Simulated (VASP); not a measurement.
ZnSe (NiAs type): relaxation of shape and atoms at fixed volume with PBE

ZnSe (NiAs type):

```xyz
4
Lattice="3.7417 0.0000 0.0000 -1.8708 3.2404 0.0000 0.0000 0.0000 6.0539" Properties=species:S:1:pos:R:3 pbc="T T T"
Zn    0.0000    0.0000    0.0000
Zn    0.0000    0.0000    3.0269
Se    0.0000    2.1603    1.5135
Se    1.8708    1.0801    4.5404
```

```json
{"Program": "VASP 6.6.1", "Task": "relaxation of shape and atoms at fixed volume", "Functional": "PBE", "Potentials or basis": "VASP PAW PBE potentials, release 64 (Zn, Se)", "Cutoff": "600 eV", "k mesh": "10 × 10 × 6", "Occupations": "fermi-dirac, width 0.08 eV", "Spin": "no spin polarisation", "Dipole correction": "no", "Further INCAR settings": "ALGO = Normal; EDIFF = 1e-06; IBRION = 2; EDIFFG = -0.005; NSW = 50; ISIF = 4"}
```

```json
{"Energy gained by relaxing": "0.0 meV/atom", "Ionic steps": "3", "Pressure after relaxing": "5.3 GPa", "Band gap on the k mesh": "zero (bands 18 and 19 overlap by 0.29 eV)"}
```

The path:
```tsv
step	energy change (eV)	largest force (eV/Å)	pressure (GPa)	volume (Å³)
1	0.0000	0.0000	5.28	73.40
2	-0.0001	0.0000	5.33	73.40
3	-0.0001	0.0000	5.34	73.40
```

Final structure:
```xyz
4
Lattice="3.7371 0.0000 0.0000 -1.8686 3.2364 0.0000 0.0000 0.0000 6.0687" Properties=species:S:1:pos:R:3 pbc="T T T"
Zn   -1.8686    3.2364    0.0000
Zn   -1.8686    3.2364    3.0343
Se    0.0000    2.1576    1.5172
Se    1.8686    1.0788    4.5515
```

Levels at points of the mesh, in eV from the Fermi level:
```
           k point  band 14  band 15  band 16  band 17  band 18  band 19  band 20  band 21  band 22
(0.00, 0.00, 0.00)    -0.77    -0.77    -0.54    -0.26    -0.26     0.58     2.90     5.97     5.97
(0.50, 0.00, 0.00)    -4.79    -3.98    -2.78    -2.54    -0.23     2.03     2.71     3.35     4.84
(0.00, 0.00, 0.50)    -4.16    -0.47    -0.47    -0.47    -0.47     2.87     2.87     6.00     6.00
(0.50, 0.00, 0.50)    -5.87    -1.79    -1.79    -1.73    -1.73     1.40     1.40     4.86     4.86
```

It took 2.5 min on 1 thread of Intel Xeon 6975P-C (shared host), peak memory 0.27 GiB.

Caveat: semilocal functionals underestimate gaps, and a narrow one can read as zero.
